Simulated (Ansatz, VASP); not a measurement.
**Two plane-wave programs on Zr**

```
CELL_PARAMETERS angstrom
0.00000 2.18735 2.32265
2.18735 0.00000 2.32265
2.18735 2.18735 0.00000
ATOMIC_POSITIONS crystal
Zr 0.00000 0.00000 0.00000
```

Change from the starting cell: strain -0.030 along x and y, +0.030 along z, atoms carried along.

Alike in both runs: task single point; functional LDA; k mesh 18 × 18 × 18; occupations gaussian, width 0.15 eV; no spin polarisation.

|  | VASP | Ansatz |
| --- | --- | --- |
| version | VASP 6.6.1 | Ansatz 0.2.0 |
| potentials or method | VASP PAW LDA potentials, release 64 (Zr_sv), cutoff 520 eV | scalar-relativistic, plane waves, PAW |
| valence electrons in the cell | 12 | 12 |

```tsv
	VASP	Ansatz	Ansatz less VASP
gap on the k mesh at the Fermi level (eV)	none	none	-
pressure (GPa)	-3.0	-3.0	-0.05
traceless stress, the component that is largest in VASP (GPa)	-1.20	-1.21	-0.011
```

LDA's correlation is that of Perdew and Zunger in VASP and of Perdew and Wang (1992) in Ansatz. A gap of «none» marks a metal or a gap that the smearing closes.
